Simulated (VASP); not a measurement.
Input of a VASP 6.6.1 run:

Contents of INCAR:

```
PREC = Accurate
ENCUT = 520
EDIFF = 1E-6
ISMEAR = -1
SIGMA = 0.02
LREAL = False
LASPH = True
NELM = 150
ALGO = Normal
ISIF = 2
LWAVE = False
LCHARG = True
MAGMOM = 0 0 0 0 0 0 0 0 0 0 0 0
LORBIT = 11
LSORBIT = True
GGA_COMPAT = False
LORBMOM = True
LMAXMIX = 4
GGA = PE
LVHAR = True
NBANDS = 60
```

File KPOINTS:

```
regular mesh
0
Gamma
  6 6 4
```

Contents of POSCAR:

```
YLuAs2
1.0
    4.0692511867      0.0000000000      0.0000000000
    0.0000000000      4.0692511867      0.0000000000
    0.0000000000      0.0000000000      5.7490900407
Y As Lu
1 2 1
Direct
    0.0000000000      0.0000000000      0.0000000000
    0.0000000000      0.0000000000      0.5000000000
    0.5000000000      0.5000000000      0.0000000000
    0.5000000000      0.5000000000      0.5000000000
```

Potentials or basis: VASP PAW PBE potentials, release 64 (Y_sv, As, Lu).

Run with:

```console
$ cat potpaw_PBE.64/Y_sv/POTCAR potpaw_PBE.64/As/POTCAR potpaw_PBE.64/Lu/POTCAR > POTCAR
$ mpirun -np 1 vasp_ncl > vasp.out
```

(1) What does it give for the pressure?

(2) Estimate the net moment.

## Answers

(1) 0.4 GPa.

(2) 0.00 μB per cell.
